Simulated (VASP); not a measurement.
Set up this calculation in VASP 6.6.1, as the native input.

* Task: single point
* Functional: PBEsol
* Potentials or basis: VASP PAW PBE potentials, release 64 (Ba_sv, Zr_sv, O)
* Cutoff: 520 eV
* k mesh: 6 × 6 × 6
* Occupations: fermi-dirac, width 0.05 eV
* Spin: no spin polarisation
* Dipole correction: no
* Further INCAR settings: ALGO = Normal; EDIFF = 1e-06; NBANDS = 28

The structure of BaZrO3 lies in POSCAR:

```
BaZrO3
1.0
    4.2190980275      0.0000000000      0.0000000000
    0.0000000000      4.2190980275      0.0000000000
    0.0000000000      0.0000000000      4.2190980275
Ba Zr O
1 1 3
Direct
    0.0000000000      0.0000000000      0.0000000000
    0.5000000000      0.5000000000      0.5000000000
    0.5000000000      0.5000000000      0.0000000000
    0.5000000000      0.0000000000      0.5000000000
    0.0000000000      0.5000000000      0.5000000000
```

This cell differs from its parent crystal: volume scaled by 1.02.

These files were run (other wordings do the same):

INCAR

```
SYSTEM = BaZrO3
PREC = Accurate
ENCUT = 520
EDIFF = 1E-6
ISMEAR = -1
SIGMA = 0.05
LREAL = .FALSE.
LASPH = .TRUE.
NELM = 60
ALGO = Normal
ISIF = 2
LWAVE = .FALSE.
LCHARG = .TRUE.
GGA = PS
LELF = .TRUE.
LVHAR = .TRUE.
NBANDS = 28
```

KPOINTS

```
regular mesh
0
G
  6 6 6
  0 0 0
```

Potentials or basis: VASP PAW PBE potentials, release 64 (Ba_sv, Zr_sv, O).

The run is started by

```bash
$ cat potpaw_PBE.64/Ba_sv/POTCAR potpaw_PBE.64/Zr_sv/POTCAR potpaw_PBE.64/O/POTCAR > POTCAR
$ mpirun -np 1 vasp_std > vasp.out
```

It gave:

- Pressure: -3.2 GPa
- Band gap on the k mesh: 3.07 eV, indirect (least direct gap 3.31 eV)

Caveat: the PAW data sets were made with another functional, which shifts forces and pressure a little; spin-orbit coupling is left out, which moves the levels of the heavy elements.

Wall time 53 s on 1 thread of Intel Xeon 8259CL (shared host), peak memory 0.2 GiB.
